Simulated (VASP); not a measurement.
# ZnO (Zincite) (P6_3mc) in VASP: a series of runs

ZnO (Zincite) is run at these levels: PBE; tasks: relaxation of the atoms, single point.

Everything below comes from runs of VASP 6.6.1. Logs are shortened: lines on timing, memory, paths and dates and some standing lists are left out, and cuts for length are marked.

## (1) The cell of the first run

It takes space group P6_3mc (No. 186, hexagonal). The conventional cell has a = 3.313 Å, b = 3.313 Å, c = 5.306 Å, α = 90.00°, β = 90.00°, γ = 120.00°. Zn (site symmetry 3m) has 4 O at 2.01 to 2.02 Å within 2.7 Å. Within 2.7 Å of O (site symmetry 3m) lie 4 Zn at 2.01 to 2.02 Å.

## (2) Relaxation of the atoms, PBE (volume scaled by 1.06)

INCAR

```
PREC = Accurate ; ENCUT = 520
EDIFF = 1E-7 ; ISMEAR = -1
SIGMA = 0.02 ; LREAL = F
LASPH = T ; NELM = 120
ALGO = Normal ; ISIF = 2
LWAVE = F ; LCHARG = F
GGA = PE ; IBRION = 2
NSW = 80 ; EDIFFG = -0.02
GGA_COMPAT = F ; NELMIN = 4
```

KPOINTS

```
regular mesh
0
Gamma
  11 11 6
```

POSCAR

```
ZnO
1.0
    3.3131299052      0.0000000000      0.0000000000
   -1.6565649526      2.8692546639      0.0000000000
    0.0000000000      0.0000000000      5.3058612053
Zn O
2 2
Direct
    0.3333333333      0.6666666667      0.0004799578
    0.6666666667      0.3333333333      0.5004799578
    0.3333333333      0.6666666667      0.3816200422
    0.6666666667      0.3333333333      0.8816200422
```

Potentials or basis: VASP PAW PBE potentials, release 64 (Zn, O).

On the command line:

```
> cat potpaw_PBE.64/Zn/POTCAR potpaw_PBE.64/O/POTCAR > POTCAR
> mpirun -np 1 vasp_std > vasp.out
```

OUTCAR:

```text
PREC = Accurate
   ENCUT = 520
   EDIFF = 1E-7
   ISMEAR = -1
   LREAL = F
   LASPH = T
   NELM = 120
   ISIF = 2
   GGA = PE
   IBRION = 2
   NSW = 80
   EDIFFG = -0.02
   NELMIN = 4

 ion  position               nearest neighbor table
   1  0.333  0.667  0.000-   4 2.01   4 2.01   4 2.01   3 2.02
   2  0.667  0.333  0.500-   3 2.01   3 2.01   3 2.01   4 2.02
   3  0.333  0.667  0.382-   2 2.01   2 2.01   2 2.01   1 2.02
   4  0.667  0.333  0.882-   1 2.01   1 2.01   1 2.01   2 2.02

  LATTYP: Found a hexagonal cell.
 ALAT       =     3.3131299052
 C/A-ratio  =     1.6014648858

  Lattice vectors:

 A1 = (   3.3131299052,   0.0000000000,   0.0000000000)
 A2 = (  -1.6565649526,   2.8692546639,   0.0000000000)
 A3 = (   0.0000000000,   0.0000000000,   5.3058612053)

Analysis of symmetry for initial positions (statically):
=====================================================================
 Subroutine PRICEL returns:
 Original cell was already a primitive cell.

 Routine SETGRP: Setting up the symmetry group for a
 hexagonal supercell.

 Subroutine GETGRP returns: Found 12 space group operations
 (whereof  6 operations were pure point group operations)
 out of a pool of 24 trial point group operations.

The static configuration has the point symmetry C_3v.
 The point group associated with its full space group is C_6v.

Analysis of symmetry for dynamics (positions and initial velocities):
=====================================================================
 Subroutine PRICEL returns:
 Original cell was already a primitive cell.

 Routine SETGRP: Setting up the symmetry group for a
 hexagonal supercell.

 Subroutine GETGRP returns: Found 12 space group operations
 (whereof  6 operations were pure point group operations)
 out of a pool of 24 trial point group operations.

The dynamic configuration has the point symmetry C_3v.
 The point group associated with its full space group is C_6v.

 Subroutine INISYM returns: Found 12 space group operations
 (whereof  6 operations are pure point group operations),
 and found     1 'primitive' translations

----------------------------------------------------------------------------------------

                                     Primitive cell

  volume of cell :      50.4386

  direct lattice vectors                    reciprocal lattice vectors
     3.313129905  0.000000000  0.000000000     0.301829397  0.174261283  0.000000000
    -1.656564953  2.869254664  0.000000000     0.000000000  0.348522567  0.000000000
     0.000000000  0.000000000  5.305861205     0.000000000  0.000000000  0.188470818

  length of vectors
     3.313129905  3.313129905  5.305861205     0.348522567  0.348522567  0.188470818

  position of ions in fractional coordinates (direct lattice)
     0.333333333  0.666666667  0.000479958
     0.666666667  0.333333333  0.500479958
     0.333333333  0.666666667  0.381620042
     0.666666667  0.333333333  0.881620042

  ion indices of the primitive-cell ions
   primitive index   ion index
                 1           1
                 2           2
                 3           3
                 4           4

----------------------------------------------------------------------------------------

 KPOINTS: regular mesh

Automatic generation of k-mesh.
 Grid dimensions read from file:
 generate k-points for:   11   11    6

 Generating k-lattice:

  Cartesian coordinates                     Fractional coordinates (reciprocal lattice)
     0.027439036  0.015841935  0.000000000     0.090909091  0.000000000  0.000000000
     0.000000000  0.031683870  0.000000000     0.000000000  0.090909091  0.000000000
     0.000000000  0.000000000  0.031411803     0.000000000  0.000000000  0.166666667

  Length of vectors
     0.031683870  0.031683870  0.031411803

  Shift w.r.t. Gamma in fractional coordinates (k-lattice)
     0.000000000  0.000000000  0.000000000

 Subroutine IBZKPT returns following result:
 ===========================================

 Found     64 irreducible k-points:

 Following reciprocal coordinates:
            Coordinates               Weight
  0.000000  0.000000  0.000000      1.000000
  0.090909 -0.000000  0.000000      6.000000
  0.181818 -0.000000  0.000000      6.000000
  0.272727  0.000000  0.000000      6.000000
  0.363636  0.000000  0.000000      6.000000
  0.454545 -0.000000  0.000000      6.000000
[... 16 lines left out ...]
  0.090909  0.090909  0.166667     12.000000
  0.181818  0.090909  0.166667     24.000000
 [... further k-points ...]
   k-points           NKPTS =     64   k-points in BZ     NKDIM =     64   number of bands    NBANDS=     22
   number of dos      NEDOS =    301   number of ions     NIONS =      4
   total plane-waves  NPLWV =  31360
   dimension x,y,z NGX =    28 NGY =   28 NGZ =   40
   dimension x,y,z NGXF=    56 NGYF=   56 NGZF=   80
   ions per type =               2   2
   NGX,Y,Z   is equivalent  to a cutoff of  14.05, 14.05, 12.53 a.u.
[... 76 lines left out ...]
     21       8.7550      0.00000
     22      13.2407      0.00000

 k-point     2 :       0.0909   -0.0000    0.0000
  band No.  band energies     occupation
      1     -16.9054      2.00000
      2     -16.2837      2.00000
      3      -4.7860      2.00000
      4      -4.7196      2.00000
      5      -4.6568      2.00000
      6      -4.5758      2.00000
[... 14 lines left out ...]
     21       8.7574      0.00000
     22      12.4171      0.00000

 k-point     3 :       0.1818   -0.0000    0.0000
  band No.  band energies     occupation
      1     -16.7935      2.00000
      2     -16.2383      2.00000
      3      -4.8769      2.00000
      4      -4.6565      2.00000
      5      -4.6303      2.00000
      6      -4.5450      2.00000
[... 14 lines left out ...]
     21       8.7576      0.00000
     22      11.0390      0.00000

 k-point     4 :       0.2727    0.0000    0.0000
  band No.  band energies     occupation
      1     -16.6364      2.00000
      2     -16.1849      2.00000
      3      -4.9541      2.00000
      4      -4.6445      2.00000
      5      -4.5841      2.00000
      6      -4.4360      2.00000
[... 14 lines left out ...]
     21       8.7028      0.00000
     22       9.8393      0.00000

 k-point     5 :       0.3636    0.0000    0.0000
  band No.  band energies     occupation
      1     -16.4744      2.00000
      2     -16.1487      2.00000
      3      -4.9626      2.00000
      4      -4.6598      2.00000
      5      -4.5319      2.00000
      6      -4.2886      2.00000
[... 14 lines left out ...]
     21       8.3510      0.00000
     22       9.0748      0.00000

 k-point     6 :       0.4545   -0.0000    0.0000
  band No.  band energies     occupation
      1     -16.3601      2.00000
      2     -16.1430      2.00000
      3      -4.9154      2.00000
      4      -4.6686      2.00000
      5      -4.5085      2.00000
      6      -4.1492      2.00000
[... 14 lines left out ...]
     21       8.2453      0.00000
     22       8.7988      0.00000

 k-point     7 :       0.0909    0.0909    0.0000
  band No.  band energies     occupation
      1     -16.8293      2.00000
      2     -16.2523      2.00000
      3      -4.8378      2.00000
      4      -4.6956      2.00000
      5      -4.6180      2.00000
      6      -4.5766      2.00000
[... 324 lines left out ...]
      6      -4.4594      2.00000
[... 14 lines left out ...]
     21       8.9002      0.00000
     22       9.9099      0.00000

 k-point    21 :       0.3636    0.0000    0.1667
  band No.  band energies     occupation
      1     -16.4515      2.00000
      2     -16.1692      2.00000
      3      -4.9930      2.00000
      4      -4.7418      2.00000
      5      -4.5117      2.00000
      6      -4.3168      2.00000
[... 14 lines left out ...]
     21       8.6835      0.00000
     22       9.1201      0.00000

 k-point    22 :       0.4545   -0.0000    0.1667
  band No.  band energies     occupation
      1     -16.3439      2.00000
      2     -16.1556      2.00000
      3      -4.9537      2.00000
      4      -4.7623      2.00000
      5      -4.4842      2.00000
      6      -4.1823      2.00000
[... 14 lines left out ...]
     21       8.4232      0.00000
     22       8.8450      0.00000

 k-point    23 :       0.0909    0.0909    0.1667
  band No.  band energies     occupation
      1     -16.7917      2.00000
      2     -16.2919      2.00000
      3      -4.8620      2.00000
      4      -4.7144      2.00000
      5      -4.6304      2.00000
      6      -4.6284      2.00000
[... 14 lines left out ...]
     21       8.9629      0.00000
     22      11.5040      0.00000

 k-point    24 :       0.1818    0.0909    0.1667
  band No.  band energies     occupation
      1     -16.6619      2.00000
      2     -16.2358      2.00000
      3      -4.9283      2.00000
      4      -4.7204      2.00000
      5      -4.5958      2.00000
      6      -4.5311      2.00000
[... 14 lines left out ...]
     21       8.9661      0.00000
     22      10.3926      0.00000

 [... further k-points ...]
[... 5 lines left out ...]
  --------------------------------------------------------------------------------------
  -------------------------------------------------------------------------------------
  Total       -0.6976593     -0.6976593     -0.4427586      0.0000000     -0.0000000      0.0000000
  in kB      -22.1610596    -22.1610596    -14.0641714      0.0000000     -0.0000000      0.0000000
  external PRESSURE =     -19.4620969 kB  Pullay stress =       0.0000000 kB

 VOLUME and BASIS-vectors are now :
 -----------------------------------------------------------------------------
  energy-cutoff  :      520.00
  volume of cell :       50.44
      direct lattice vectors                 reciprocal lattice vectors
     3.313129905  0.000000000  0.000000000     0.301829397  0.174261283  0.000000000
    -1.656564953  2.869254664  0.000000000     0.000000000  0.348522567  0.000000000
     0.000000000  0.000000000  5.305861205     0.000000000  0.000000000  0.188470818

 POSITION                                       TOTAL-FORCE (eV/Angst)
 -----------------------------------------------------------------------------------
     -0.00000      1.91284      0.00255        -0.000000      0.000000      0.005335
      1.65656      0.95642      2.65548         0.000000     -0.000000      0.005335
     -0.00000      1.91284      2.02482        -0.000000     -0.000000     -0.005335
      1.65656      0.95642      4.67775         0.000000      0.000000     -0.005335
 -----------------------------------------------------------------------------------
    total drift:                                0.000000      0.000000     -0.001753

  FREE ENERGIE OF THE ION-ELECTRON SYSTEM (eV)
  ---------------------------------------------------
  free  energy   TOTEN  =       -17.8570608514 eV

  energy  without entropy=      -17.8570608513  energy(sigma->0) =      -17.85706085

 reached required accuracy - stopping structural energy minimisation
```

It took 2.9 min on 1 thread of AMD EPYC 7R13, shared host; peak memory 0.18 GiB.

What came out:

| Item | Value |
| --- | --- |
| Free energy | -17.8571 eV |
| Pressure after relaxing | -1.9 GPa |
| Largest force after relaxing | 0.005 eV/Å |
| Band gap on the k mesh | 0.70 eV, direct |

Forces in eV/Å, atoms in the order of the input:
```
Zn   0.000  0.000  0.005
Zn   0.000  0.000  0.005
O    0.000  0.000 -0.005
O    0.000  0.000 -0.005
```

Stress tensor (GPa, compression positive):
```
-2.22  0.00  0.00
 0.00 -2.22  0.00
 0.00  0.00 -1.41
```

Final structure:
```cif
data_structure
_symmetry_space_group_name_H-M 'P 1'
_symmetry_Int_Tables_number 1
_cell_length_a 3.3131
_cell_length_b 3.3131
_cell_length_c 5.3059
_cell_angle_alpha 90.000
_cell_angle_beta 90.000
_cell_angle_gamma 120.000
_cell_volume 50.44
loop_
_atom_site_label
_atom_site_type_symbol
_atom_site_fract_x
_atom_site_fract_y
_atom_site_fract_z
_atom_site_occupancy
Zn1 Zn 0.33333 0.66667 0.00048 1
Zn2 Zn 0.66667 0.33333 0.50048 1
O1 O 0.33333 0.66667 0.38162 1
O2 O 0.66667 0.33333 0.88162 1
```

Caveat: the cell differs from its parent crystal (volume scaled by 1.06); the relaxation stopped at its first step, so nothing moved.

## (3) Single point, PBE

This run uses another cell than the first one, of 11.90 Å³/atom, 0.943 times its volume.

INCAR

```
SYSTEM = ZnO
ALGO = Normal ; EDIFF = 1E-6
ENCUT = 520 ; GGA = PE
ISIF = 2 ; ISMEAR = -1
LASPH = .TRUE. ; LCHARG = .FALSE.
LREAL = .FALSE. ; LWAVE = .FALSE.
NBANDS = 26 ; NELM = 60
PREC = Accurate ; SIGMA = 0.02
```

KPOINTS

```
k-points
0
G
  11 11 6
  0 0 0
```

POSCAR

```
ZnO
1.0
    3.2494000000      0.0000000000      0.0000000000
   -1.6247000000      2.8140629471      0.0000000000
    0.0000000000      0.0000000000      5.2038000000
Zn O
2 2
Direct
    0.3333333333      0.6666666667      0.0004799579
    0.6666666667      0.3333333333      0.5004799579
    0.3333333333      0.6666666667      0.3816200421
    0.6666666667      0.3333333333      0.8816200421
```

Potentials or basis: VASP PAW PBE potentials, release 64 (Zn, O).

On the command line:

```
> cat potpaw_PBE.64/Zn/POTCAR potpaw_PBE.64/O/POTCAR > POTCAR
> mpirun -np 1 vasp_std > vasp.out
```

Wall time 46 s (1 thread of Intel Xeon 6975P-C, shared host); peak memory 0.2 GiB.

It converged, with:

| Property | Result |
| --- | --- |
| Free energy | -17.8225 eV |
| Pressure | 6.0 GPa |
| Band gap on the k mesh | 0.79 eV, direct |

Stress tensor (GPa, compression positive):
```
5.80 0.00 0.00
0.00 5.80 0.00
0.00 0.00 6.54
```

Levels at points of the mesh, in eV from the valence-band top:
| k point | band 16 | band 17 | band 18 | band 19 | band 20 | band 21 |
| --- | --- | --- | --- | --- | --- | --- |
| (0.00, 0.00, 0.00) | -0.09 | 0.00 | 0.00 | 0.79 | 5.20 | 8.26 |
| (0.00, 0.00, 0.50) | -0.39 | -0.39 | -0.39 | 3.46 | 3.46 | 10.10 |

As with any semilocal functional, this PBE gap is likely too small.

## (4) Single point, PBE (z stretched by +3 %, then relaxed in part)

INCAR

```
ALGO     = Normal         # electronic algorithm
EDIFF    = 1E-7           # SCF threshold, eV
ENCUT    = 520            # plane-wave cutoff, eV
GGA      = PE             # functional
ISIF     = 2              # what is computed and relaxed
ISMEAR   = -1             # smearing method
LASPH    = True           # aspherical terms in the spheres
LCHARG   = False          # write CHGCAR
LREAL    = False          # projectors in reciprocal space
LWAVE    = False          # write WAVECAR
NBANDS   = 26             # bands
NELM     = 80             # most SCF steps
PREC     = Accurate       # precision mode
SIGMA    = 0.02           # smearing width, eV
```

KPOINTS

```
k-points
0
Gamma
  11 11 6
```

POSCAR

```
ZnO
1.0
    3.2494000000      0.0000000000      0.0000000000
   -1.6247000000      2.8140629471      0.0000000000
    0.0000000000      0.0000000000      5.3599140000
Zn O
2 2
Direct
    0.3333333333      0.6666666667      0.0041752929
    0.6666666667      0.3333333333      0.5041752929
    0.3333333333      0.6666666667      0.3779247071
    0.6666666667      0.3333333333      0.8779247071
```

On the command line:

```
> cat potpaw_PBE.64/Zn/POTCAR potpaw_PBE.64/O/POTCAR > POTCAR
> mpirun -np 1 vasp_std > vasp.out
```

Wall time 51 s (1 thread of Intel Xeon 6975P-C, shared host); peak memory 0.2 GiB.

The run converged. Its results:

| Property | Result |
| --- | --- |
| Free energy | -17.8530 eV |
| Pressure | 1.7 GPa |
| Band gap on the k mesh | 0.70 eV, direct |

Stress tensor (GPa, compression positive):
```
2.48 0.00 0.00
0.00 2.48 0.00
0.00 0.00 0.05
```

Levels at points of the mesh, in eV from the valence-band top:
```csv
k point,band 15,band 16,band 17,band 18,band 19,band 20,band 21,band 22
"(0.00, 0.00, 0.00)",-0.75,-0.10,0.00,0.00,0.70,5.20,7.91,12.95
"(0.00, 0.00, 0.50)",-0.37,-0.37,-0.37,-0.37,3.34,3.34,9.82,9.82
```

Caveat: the cell differs from its parent crystal (z stretched by +3 %, then relaxed in part).

## (5) Relaxation of the atoms, PBE (volume scaled by 0.98)

INCAR

```
SYSTEM = ZnO
PREC     = Accurate       ! precision mode
ENCUT    = 520            ! plane-wave cutoff, eV
EDIFF    = 1E-7           ! SCF threshold, eV
ISMEAR   = -1             ! smearing method
SIGMA    = 0.02           ! smearing width, eV
LREAL    = .False.        ! projectors in reciprocal space
LASPH    = .True.         ! aspherical terms in the spheres
NELM     = 120            ! most SCF steps
ALGO     = Normal         ! electronic algorithm
ISIF     = 2              ! what is computed and relaxed
LWAVE    = .False.        ! write WAVECAR
LCHARG   = .False.        ! write CHGCAR
GGA      = PE             ! functional
IBRION   = 2              ! ionic algorithm
NSW      = 80             ! ionic steps
EDIFFG   = -0.02          ! ionic threshold
GGA_COMPAT= .False.      
NELMIN   = 4
```

KPOINTS

```
Automatic mesh
0
Gamma
  11 11 6
  0 0 0
```

POSCAR

```
ZnO
1.0
    3.2275912892      0.0000000000      0.0000000000
   -1.6137956446      2.7951760495      0.0000000000
    0.0000000000      0.0000000000      5.1688741155
Zn O
2 2
Direct
    0.3333333333      0.6666666667      0.0004799578
    0.6666666667      0.3333333333      0.5004799578
    0.3333333333      0.6666666667      0.3816200422
    0.6666666667      0.3333333333      0.8816200422
```

On the command line:

```
> cat potpaw_PBE.64/Zn/POTCAR potpaw_PBE.64/O/POTCAR > POTCAR
> mpirun -np 1 vasp_std > vasp.out
```

Run time: 44 s. Hardware: 1 thread of Intel Xeon Platinum 8488C (Sapphire Rapids), shared host; peak memory 0.19 GiB.

Results (log left out):

* Free energy: -17.7762 eV
* Pressure after relaxing: 9.3 GPa
* Band gap on the k mesh: 0.82 eV, direct

Forces in eV/Å, atoms in the order of the input:
```
Zn   0.000  0.000 -0.002
Zn   0.000  0.000 -0.002
O    0.000  0.000  0.002
O    0.000  0.000  0.002
```

Stress tensor (GPa, compression positive):
```
9.07 0.00 0.00
0.00 9.07 0.00
0.00 0.00 9.78
```

Final structure:
```yaml
crystal:
  lattice:
    - [3.22759, 0.00000, 0.00000]
    - [-1.61380, 2.79518, 0.00000]
    - [0.00000, 0.00000, 5.16887]
  atoms:
    - { symbol: Zn, position: [0.33333, 0.66667, 0.00048] }
    - { symbol: Zn, position: [0.66667, 0.33333, 0.50048] }
    - { symbol: O, position: [0.33333, 0.66667, 0.38162] }
    - { symbol: O, position: [0.66667, 0.33333, 0.88162] }
```

Levels at points of the mesh, in eV from the valence-band top:
| k point | band 14 | band 15 | band 16 | band 17 | band 18 | band 19 | band 20 | band 21 | band 22 |
| --- | --- | --- | --- | --- | --- | --- | --- | --- | --- |
| (0.00, 0.00, 0.00) | -0.82 | -0.82 | -0.09 | 0.00 | 0.00 | 0.82 | 5.27 | 8.32 | 12.94 |
| (0.00, 0.00, 0.50) | -2.24 | -0.40 | -0.40 | -0.40 | -0.40 | 3.51 | 3.51 | 10.19 | 10.19 |

Caveat: the cell differs from its parent crystal (volume scaled by 0.98); the relaxation stopped at its first step, so nothing moved.

## (6) Summary

| task | cell | gap on the mesh (eV) | pressure (GPa) |
| --- | --- | --- | --- |
| relaxation of the atoms | atoms relaxed from a = 3.313, b = 3.313, c = 5.306 Å, angles 90.0, 90.0, 120.0°, 4 atoms | 0.70 | -1.9 |
| single point | a = 3.249, b = 3.249, c = 5.204 Å, angles 90.0, 90.0, 120.0°, 4 atoms | 0.79 | 6.0 |
| single point | a = 3.249, b = 3.249, c = 5.360 Å, angles 90.0, 90.0, 120.0°, 4 atoms | 0.70 | 1.7 |
| relaxation of the atoms | atoms relaxed from a = 3.228, b = 3.228, c = 5.169 Å, angles 90.0, 90.0, 120.0°, 4 atoms | 0.82 | 9.3 |

Alike in all rows: level PBE; potentials or basis VASP PAW PBE potentials, release 64 (Zn, O); no spin polarisation; k mesh 11 × 11 × 6; cutoff (eV) 520; smearing fermi-dirac 0.02 eV.

Caveats: the relaxation stopped at its first step, so nothing moved (some runs).

Absolute energies hang on the potentials; compare differences alone.
